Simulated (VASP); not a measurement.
Crystal: MgB2.

```
Mg B
1.0
     3.06429    0.00000    0.00000
    -1.53215    2.65376    0.00000
     0.00000    0.00000    3.49935
Mg B
1 2
Direct
  0.00000 0.00000 0.00000
  0.66667 0.33333 0.50000
  0.33333 0.66667 0.50000
```

Base run:

| Item | Value |
| --- | --- |
| Program | VASP 6.6.1 |
| Functional | r2SCAN |
| Potentials or basis | VASP PAW PBE potentials, release 64 (Mg, B) |
| Cutoff | 520 eV |
| k mesh | 10 × 10 × 8 |
| Occupations | fermi-dirac, width 0.05 eV |
| Spin | no spin polarisation |

Its results: band gap on the k mesh zero (band 4 reaches 6.61 eV, above the bottom of band 5 at 4.02 eV); pressure 0.6 GPa.

Task: After a change of settings the same cell gave: band gap on the k mesh zero (band 4 reaches 6.63 eV, above the bottom of band 5 at 4.14 eV); pressure 4.6 GPa. Which change was it?
A. functional from r2SCAN to PBEsol; dispersion from none to D3(BJ)
B. functional from r2SCAN to revPBE
C. functional from r2SCAN to LDA; potentials or basis from VASP PAW PBE potentials, release 64 (Mg, B) to VASP PAW LDA potentials, release 64 (Mg, B)
D. functional from r2SCAN to PBEsol; further incar settings from ALGO = Normal; EDIFF = 1e-06; NBANDS = 11 to ALGO = Normal; EDIFF = 1e-07; NBANDS = 11

Result: B.

Caveats: the PAW data sets were made with another functional, which shifts forces and pressure a little.

The runs don't all hold the same shells in valence.
